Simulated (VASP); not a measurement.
Input of a VASP 6.6.1 run:

The input INCAR:

```
  ALGO = Normal
  DIPOL = 0.5 0.5 0.500
  EDIFF = 1E-6
  ENCUT = 520
  GGA = PE
  IDIPOL = 3
  ISIF = 2
  ISMEAR = -1
  LASPH = T
  LCHARG = F
  LDIPOL = T
  LREAL = F
  LWAVE = F
  NBANDS = 22
  NELM = 100
  PREC = Accurate
  SIGMA = 0.05
```

KPOINTS

```
k-points
0
Gamma
  17 17 1
```

The input POSCAR:

```
Rh
1.0
    2.7247541424      0.0000000000      0.0000000000
   -1.3623770712      2.3597063064      0.0000000000
    0.0000000000      0.0000000000     18.1930000000
Rh
2
Direct
    0.8333333330      0.1666666670      0.4397296154
    0.1666666670      0.8333333330      0.5602703846
```

Potentials or basis: VASP PAW PBE potentials, release 64 (Rh_pv).

Launch:

```console
$ cat potpaw_PBE.64/Rh_pv/POTCAR > POTCAR
$ mpirun -np 1 vasp_std > vasp.out
```

**Question.** Predict the largest force.

**Answer.** 0.537 eV/Å.

**Question.** Predict the band gap on the k mesh.

**Answer.** Zero (bands 15 and 16 overlap by 1.57 eV).

Forces in eV/Å, atoms in the order of the input:
```
Rh   0.000  0.000  0.537
Rh   0.000  0.000 -0.537
```
